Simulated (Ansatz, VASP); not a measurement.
# One calculation of CdS, two programs

```
Cd S
1.0
     4.16884    0.00000    0.00000
    -2.08442    3.61032    0.00000
     0.00000    0.00000    6.77962
Cd S
2 2
Cartesian
  2.0844 1.2034 3.3913
  0.0000 2.4069 0.0015
  2.0844 1.2034 5.9442
  0.0000 2.4069 2.5544
```

Alike in both runs: task electric field gradients; functional PBE; k mesh 9 × 9 × 5; occupations fermi-dirac, width 0.01 eV; no spin polarisation.

|  | VASP | Ansatz |
| --- | --- | --- |
| version | VASP 6.6.1 | Ansatz 0.2.0 |
| potentials or method | VASP PAW PBE potentials, release 64 (Cd, S) | plane-wave PAW, scalar-relativistic |
| plane-wave cutoff (eV) | 520 | 420 |
| valence electrons in the cell | 36 | 52 |

VASP gave:

| Quantity | Value |
| --- | --- |
| gap on the k mesh at the Fermi level (eV) | 1.16 |
| pressure (GPa) | 1.5 |
| size of Vzz on the site where it differs most (V/Å²) | 2.8 |

Problem. What did Ansatz give for the same quantities?

Solution. gap on the k mesh at the Fermi level (eV): 1.16; pressure (GPa): 1.1; size of Vzz on the site where it differs most (V/Å²): 2.4.

VASP's potentials hold 36 valence electrons a cell and Ansatz's 52, so a difference there can come from the potentials and not from the codes.
